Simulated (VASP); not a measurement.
# BeZn2Se3 (I-4m2) in VASP: a series of runs, part 2 of 2

VASP 6.6.1.

### 4 Single point, PBE (22.65 Å³/atom)

This run uses another cell than the first one, of 22.65 Å³/atom.

File INCAR:

```
PREC     = Accurate       # precision mode
ENCUT    = 520            # plane-wave cutoff, eV
EDIFF    = 1E-7           # SCF threshold, eV
ISMEAR   = 0              # smearing method
SIGMA    = 0.02           # smearing width, eV
LREAL    = F              # projectors in reciprocal space
LASPH    = T              # aspherical terms in the spheres
NELM     = 80             # most SCF steps
ALGO     = Normal         # electronic algorithm
ISIF     = 2              # what is computed and relaxed
LWAVE    = F              # write WAVECAR
LCHARG   = T              # write CHGCAR
GGA      = PE             # functional
LELF     = T              # ELF
LVHAR    = T            
NBANDS   = 31             # bands
```

File KPOINTS:

```
Automatic mesh
0
Gamma
  10 10 10
```

File POSCAR:

```
BeZn2Se3
1.0
   -1.9918292531      1.9918292531      8.5618131731
    1.9918292531     -1.9918292531      8.5618131731
    1.9918292531      1.9918292531     -8.5618131731
Be Zn Se
1 2 3
Direct
    0.5000000000      0.5000000000      0.0000000000
    0.8384670069      0.8384670069      0.0000000000
    0.1615329931      0.1615329931      0.0000000000
    0.4277495552      0.9277495552      0.5000000000
    0.0722504448      0.5722504448      0.5000000000
    0.7500000000      0.2500000000      0.5000000000
```

Started as:

```console
$ cat potpaw_PBE.64/Be/POTCAR potpaw_PBE.64/Zn/POTCAR potpaw_PBE.64/Se/POTCAR > POTCAR
$ mpirun -np 1 vasp_std > vasp.out
```

Run time: 57 min. Hardware: 1 thread of Intel Xeon 8259CL, shared host; peak memory 0.95 GiB.

The run converged. Its results:

| Item | Value |
| --- | --- |
| Free energy | -20.6840 eV |
| Pressure | -3.0 GPa |
| Largest force | 0.012 eV/Å |
| Band gap on the k mesh | 1.58 eV |

Forces in eV/Å, atoms in the order of the input:
```
Be   0.000  0.000  0.000
Zn   0.000  0.000  0.001
Zn   0.000  0.000 -0.001
Se   0.000  0.000  0.012
Se   0.000  0.000 -0.012
Se   0.000  0.000  0.000
```

Levels at points of the mesh, in eV from the valence-band top:
```csv
k point,band 18,band 19,band 20,band 21,band 22,band 23,band 24,band 25,band 26,band 27
"(0.00, 0.00, 0.00)",-1.35,-1.35,-0.20,0.00,0.00,1.58,3.04,3.74,4.07,4.29
"(0.50, 0.00, 0.00)",-1.94,-1.54,-0.90,-0.67,-0.56,2.66,3.79,3.85,5.73,5.91
"(0.50, 0.50, 0.00)",-2.63,-2.46,-2.43,-2.06,-2.05,2.97,3.33,4.43,4.46,4.54
"(0.50, 0.50, 0.50)",-1.62,-0.81,-0.81,-0.48,-0.48,2.74,3.38,3.55,3.84,4.39
```

Caveat: the cell stands under tension. A k mesh can miss the band edges.

### 5 Single point, PBE (20.72 Å³/atom)

This run uses another cell than the first one, of 20.72 Å³/atom.

INCAR is that of step 4.

File KPOINTS:

```
regular mesh
0
Gamma
  10 10 10
```

File POSCAR:

```
BeZn2Se3
1.0
   -1.9324608497      1.9324608497      8.3236616892
    1.9324608497     -1.9324608497      8.3236616892
    1.9324608497      1.9324608497     -8.3236616892
Be Zn Se
1 2 3
Direct
    0.5000000000      0.5000000000      0.0000000000
    0.8387506918      0.8387506918      0.0000000000
    0.1612493082      0.1612493082      0.0000000000
    0.4283112827      0.9283112827      0.5000000000
    0.0716887173      0.5716887173      0.5000000000
    0.7500000000      0.2500000000      0.5000000000
```

Started as:

```console
$ cat potpaw_PBE.64/Be/POTCAR potpaw_PBE.64/Zn/POTCAR potpaw_PBE.64/Se/POTCAR > POTCAR
$ mpirun -np 1 vasp_std > vasp.out
```

Run time: 18 min. Hardware: 1 thread of Intel Xeon Platinum 8559C (Emerald Rapids), shared host; peak memory 0.9 GiB.

It converged, with:

- Free energy: -20.7270 eV
- Pressure: 2.3 GPa
- Largest force: 0.010 eV/Å
- Band gap on the k mesh: 1.97 eV

Forces in eV/Å, atoms in the order of the input:
```
Be   0.000  0.000  0.000
Zn   0.000  0.000 -0.001
Zn   0.000  0.000  0.001
Se   0.000  0.000  0.010
Se   0.000  0.000 -0.010
Se   0.000  0.000  0.000
```

Levels at points of the mesh, in eV from the valence-band top:
| k point | band 18 | band 19 | band 20 | band 21 | band 22 | band 23 | band 24 | band 25 | band 26 | band 27 |
| --- | --- | --- | --- | --- | --- | --- | --- | --- | --- | --- |
| (0.00, 0.00, 0.00) | -1.56 | -1.56 | -0.26 | 0.00 | 0.00 | 1.97 | 2.89 | 3.62 | 4.14 | 4.47 |
| (0.50, 0.00, 0.00) | -2.22 | -1.77 | -1.04 | -0.78 | -0.64 | 2.84 | 3.96 | 4.12 | 5.67 | 5.96 |
| (0.50, 0.50, 0.00) | -2.98 | -2.84 | -2.81 | -2.37 | -2.36 | 2.77 | 3.32 | 4.39 | 4.39 | 4.73 |
| (0.50, 0.50, 0.50) | -1.70 | -0.94 | -0.94 | -0.56 | -0.56 | 2.61 | 3.63 | 3.71 | 4.19 | 4.37 |

### 6 Single point, PBE

This run uses another cell than the first one, of 21.36 Å³/atom.

File INCAR:

```
  PREC = Accurate
  ENCUT = 520
  EDIFF = 1E-6
  ISMEAR = 0
  SIGMA = 0.02
  LREAL = F
  LASPH = T
  NELM = 100
  ALGO = Normal
  ISIF = 2
  LWAVE = F
  LCHARG = F
  GGA = PE
  NBANDS = 31
```

KPOINTS is that of step 5.

File POSCAR:

```
BeZn2Se3
1.0
   -1.9526194794      1.9526194794      8.4048285611
    1.9526194794     -1.9526194794      8.4048285611
    1.9526194794      1.9526194794     -8.4048285611
Be Zn Se
1 2 3
Direct
    0.5000000000      0.5000000000      0.0000000000
    0.8386387786      0.8386387786      0.0000000000
    0.1613612214      0.1613612214      0.0000000000
    0.4280960628      0.9280960628      0.5000000000
    0.0719039372      0.5719039372      0.5000000000
    0.7500000000      0.2500000000      0.5000000000
```

Potentials or basis: VASP PAW PBE potentials, release 64 (Be, Zn, Se).

Started as:

```console
$ cat potpaw_PBE.64/Be/POTCAR potpaw_PBE.64/Zn/POTCAR potpaw_PBE.64/Se/POTCAR > POTCAR
$ mpirun -np 1 vasp_std > vasp.out
```

OUTCAR:

```text
PREC = Accurate
   ENCUT = 520
   EDIFF = 1E-6
   ISMEAR = 0
   LREAL = F
   LASPH = T
   NELM = 100
   ISIF = 2
   GGA = PE

 ion  position               nearest neighbor table
   1  0.500  0.500  0.000-   5 2.30   4 2.30   5 2.30   4 2.30
   2  0.839  0.839  0.000-   6 2.46   6 2.46   4 2.46   4 2.46
   3  0.161  0.161  0.000-   6 2.46   6 2.46   5 2.46   5 2.46
   4  0.428  0.928  0.500-   1 2.30   1 2.30   2 2.46   2 2.46
   5  0.072  0.572  0.500-   1 2.30   1 2.30   3 2.46   3 2.46
   6  0.750  0.250  0.500-   2 2.46   3 2.46   2 2.46   3 2.46

  LATTYP: Found a body centered tetragonal cell.
 ALAT       =     3.9052389588
 C/A-ratio  =     4.3043863127

  Lattice vectors:

 A1 = (  -1.9526194794,   1.9526194794,   8.4048285611)
 A2 = (   1.9526194794,  -1.9526194794,   8.4048285611)
 A3 = (   1.9526194794,   1.9526194794,  -8.4048285611)

Analysis of symmetry for initial positions (statically):
=====================================================================
 Subroutine PRICEL returns:
 Original cell was already a primitive cell.

 Routine SETGRP: Setting up the symmetry group for a
 body centered tetragonal supercell.

 Subroutine GETGRP returns: Found  8 space group operations
 (whereof  8 operations were pure point group operations)
 out of a pool of 16 trial point group operations.

The static configuration has the point symmetry D_2d.

Analysis of symmetry for dynamics (positions and initial velocities):
=====================================================================
 Subroutine PRICEL returns:
 Original cell was already a primitive cell.

 Routine SETGRP: Setting up the symmetry group for a
 body centered tetragonal supercell.

 Subroutine GETGRP returns: Found  8 space group operations
 (whereof  8 operations were pure point group operations)
 out of a pool of 16 trial point group operations.

The dynamic configuration has the point symmetry D_2d.

 Subroutine INISYM returns: Found  8 space group operations
 (whereof  8 operations are pure point group operations),
 and found     1 'primitive' translations

----------------------------------------------------------------------------------------

                                     Primitive cell

  volume of cell :     128.1811

  direct lattice vectors                    reciprocal lattice vectors
    -1.952619479  1.952619479  8.404828561     0.000000000  0.256066277  0.059489613
     1.952619479 -1.952619479  8.404828561     0.256066277  0.000000000  0.059489613
     1.952619479  1.952619479 -8.404828561     0.256066277  0.256066277  0.000000000

  length of vectors
     8.846840611  8.846840611  8.846840611     0.262885816  0.262885816  0.362132401

  position of ions in fractional coordinates (direct lattice)
     0.500000000  0.500000000  0.000000000
     0.838638779  0.838638779  0.000000000
     0.161361221  0.161361221  0.000000000
     0.428096063  0.928096063  0.500000000
     0.071903937  0.571903937  0.500000000
     0.750000000  0.250000000  0.500000000

  ion indices of the primitive-cell ions
   primitive index   ion index
                 1           1
                 2           2
                 3           3
                 4           4
                 5           5
                 6           6
[... 30 lines left out ...]
  0.100000 -0.000000  0.000000      8.000000
  0.200000 -0.000000  0.000000      8.000000
  0.300000 -0.000000  0.000000      8.000000
  0.400000 -0.000000  0.000000      8.000000
  0.500000  0.000000  0.000000      4.000000
[... 16 lines left out ...]
  0.300000  0.300000  0.000000      8.000000
  0.400000  0.300000  0.000000     16.000000
 [... further k-points ...]
   k-points           NKPTS =    102   k-points in BZ     NKDIM =    102   number of bands    NBANDS=     31
   number of dos      NEDOS =    301   number of ions     NIONS =      6
   total plane-waves  NPLWV = 343000
   dimension x,y,z NGX =    70 NGY =   70 NGZ =   70
   dimension x,y,z NGXF=   140 NGYF=  140 NGZF=  140
   ions per type =               1   2   3
   NGX,Y,Z   is equivalent  to a cutoff of  13.15, 13.15, 13.15 a.u.
   NGXF,Y,Z  is equivalent  to a cutoff of  26.31, 26.31, 26.31 a.u.
 SYSTEM =  unknown system
   PREC   = accura    normal or accurate (medium, high low for compatibility)
   ISTART =      0    job   : 0-new  1-cont  2-samecut
   ICHARG =      2    charge: 1-file 2-atom 10-const
   ISPIN  =      1    spin polarized calculation?
   LNONCOLLINEAR =      F non collinear calculations
   LSORBIT =      F    spin-orbit coupling
   LASPH  =      T    aspherical Exc in radial PAW
   ENCUT  =  520.0 eV  38.22 Ry    6.18 a.u.  16.45 16.45 16.45*2*pi/ulx,y,z
   NELM   =    100;   NELMIN=  2; NELMDL= -5     # of ELM steps
   EDIFF  = 0.1E-05   stopping-criterion for ELM
   LREAL  =      F    real-space projection
   EDIFFG = 0.1E-04   stopping-criterion for IOM
   NSW    =      0    number of steps for IOM
   IBRION =     -1    ionic relax: 0-MD 1-quasi-New 2-CG
   NFREE  =      0    steps in history (QN), initial steepest desc. (CG)
   ISIF   =      2    stress and relaxation
   ISYM   =      2    0-nonsym 1-usesym 2-fastsym
   POTIM  = 0.5000    time-step for ionic-motion
   TEBEG  =    0.0;   TEEND  =   0.0 temperature during run
   PSTRESS=    0.0 pullay stress
   NELECT =      44.0000    total number of electrons
   NUPDOWN=      -1.0000    fix difference up-down
   EMIN   =  10.00;   EMAX   =-10.00  energy-range for DOS
   EFERMI =   0.00;   METHOD = LEGACY
   ISMEAR =     0;   SIGMA  =   0.02  broadening in eV -4-tet -1-fermi 0-gaus
   EFERMI_NEDOS =   21; number of points for ismear=-14 and -15
   IALGO  =     38    algorithm
   IMIX   =      4    mixing-type and parameters
     AMIX     =   0.40;   BMIX     =  1.00
     AMIX_MAG =   1.60;   BMIX_MAG =  1.00
  volume/ion in A,a.u.               =      21.36       144.17
  Fermi-wavevector in a.u.,A,eV,Ry     =   1.146263  2.166123 17.876959  1.313919
  Thomas-Fermi vector in A             =   2.282948
   LORBIT       =      0    0 simple, 1 ext, 2 COOP (PROOUT), +10 PAW based schemes
   GGA     = PE    functional components
   LHFCALC =     F    Hartree Fock is set to
   AEXX    =    0.0000 exact exchange contribution
   IVDW    =     0    specifies the selected vdW correction
   LEPSILON=     F    determine dielectric tensor
   LRPA    =     F    only Hartree local field effects (RPA)
 non-spin polarized calculation
 Gauss-broadening in eV      SIGMA  =   0.02
  energy-cutoff  :      520.00
  volume of cell :      128.18
 maximum number of plane-waves:      3477
 NGX is ok and might be reduce to    70
   NGX = 33   NGY = 33   NGZ = 33

 number of electron      43.9999997 magnetization

 Free energy of the ion-electron system (eV)
  ---------------------------------------------------
  ext. energy  EPLUGINS =         0.00000000
  ---------------------------------------------------
  free energy    TOTEN  =       -20.75604026 eV

  energy without entropy =      -20.75604026  energy(sigma->0) =      -20.75604026

 E-fermi :   2.0560     XC(G=0):  -9.2598

 val. band max:        1.9747719756   @ k =   0.0000   0.0000   0.0000
 cond. band min:       3.8067274177   @ k =   0.0000   0.0000   0.0000
 fundamental gap:      1.8319554420
 Fermi energy:         2.0559754007

 k-point     1 :       0.0000    0.0000    0.0000
  band No.  band energies     occupation
      1     -11.3767      2.00000
      2     -10.6156      2.00000
      3     -10.3654      2.00000
      4      -4.5644      2.00000
      5      -4.4722      2.00000
      6      -4.4722      2.00000
[... 805 lines left out ...]
     30       9.0967      0.00000
     31       9.6328      0.00000

 [... further k-points ...]

------------------------ aborting loop because EDIFF is reached ----------------------------------------

  FORCE on cell =-STRESS in cart. coord.  units (eV):
  Direction    XX          YY          ZZ          XY          YZ          ZX
  --------------------------------------------------------------------------------------
  -------------------------------------------------------------------------------------
  Total        0.1639928      0.1639928      0.1784602      0.0000000      0.0000000      0.0000000
  in kB        2.0497995      2.0497995      2.2306316      0.0000000      0.0000000      0.0000000
  external PRESSURE =       2.1100769 kB  Pullay stress =       0.0000000 kB

 VOLUME and BASIS-vectors are now :
 -----------------------------------------------------------------------------
  energy-cutoff  :      520.00
  volume of cell :      128.18
      direct lattice vectors                 reciprocal lattice vectors
    -1.952619479  1.952619479  8.404828561     0.000000000  0.256066277  0.059489613
     1.952619479 -1.952619479  8.404828561     0.256066277  0.000000000  0.059489613
     1.952619479  1.952619479 -8.404828561     0.256066277  0.256066277  0.000000000

 POSITION                                       TOTAL-FORCE (eV/Angst)
 -----------------------------------------------------------------------------------
      0.00000      0.00000      8.40483         0.000000      0.000000     -0.000000
      0.00000      0.00000     14.09723         0.000000      0.000000     -0.000054
      0.00000      0.00000      2.71243         0.000000      0.000000      0.000054
      1.95262      0.00000      7.19615         0.000000      0.000000      0.012079
      1.95262      0.00000      1.20868        -0.000000     -0.000000     -0.012079
      0.00000      1.95262      4.20241         0.000000      0.000000      0.000000
 -----------------------------------------------------------------------------------
    total drift:                               -0.000000      0.000000      0.000000

  FREE ENERGIE OF THE ION-ELECTRON SYSTEM (eV)
  ---------------------------------------------------
  free  energy   TOTEN  =       -20.7560402644 eV

  energy  without entropy=      -20.7560402644  energy(sigma->0) =      -20.75604026
```

It took 23 min on 1 thread of Intel Xeon Platinum 8559C (Emerald Rapids), shared host; peak memory 0.9 GiB.

What came out:

```
Free energy            : -20.7560 eV
Pressure               : 0.2 GPa
Largest force          : 0.012 eV/Å
Band gap on the k mesh : 1.83 eV
```

Forces in eV/Å, atoms in the order of the input:
```
Be   0.000  0.000  0.000
Zn   0.000  0.000  0.000
Zn   0.000  0.000  0.000
Se   0.000  0.000  0.012
Se   0.000  0.000 -0.012
Se   0.000  0.000  0.000
```

A k mesh can miss the band edges.

### 7 Summary

```tsv
cell	gap on the mesh (eV)	pressure (GPa)	largest force (eV/Å)
a = 9.121 Å, angles 154.4, 154.4, 36.5°, 6 atoms, atomic positions A	1.43	-4.7	0.01
a = 8.932 Å, angles 154.5, 154.5, 36.4°, 6 atoms, atomic positions B	1.70	-1.5	0.02
a = 9.013 Å, angles 154.5, 154.5, 36.4°, 6 atoms, atomic positions C	1.58	-3.0	0.01
a = 8.761 Å, angles 154.5, 154.5, 36.4°, 6 atoms, atomic positions D	1.97	2.3	0.01
a = 8.847 Å, angles 154.5, 154.5, 36.4°, 6 atoms, atomic positions E	1.83	0.2	0.01
```

Alike in all rows: task single point; level PBE; potentials or basis VASP PAW PBE potentials, release 64 (Be, Zn, Se); no spin polarisation; k mesh 10 × 10 × 10; cutoff (eV) 520; smearing gaussian 0.02 eV.

Caveats: the cell stands under tension (at least some runs).

Absolute energies hang on the potentials; compare differences alone.
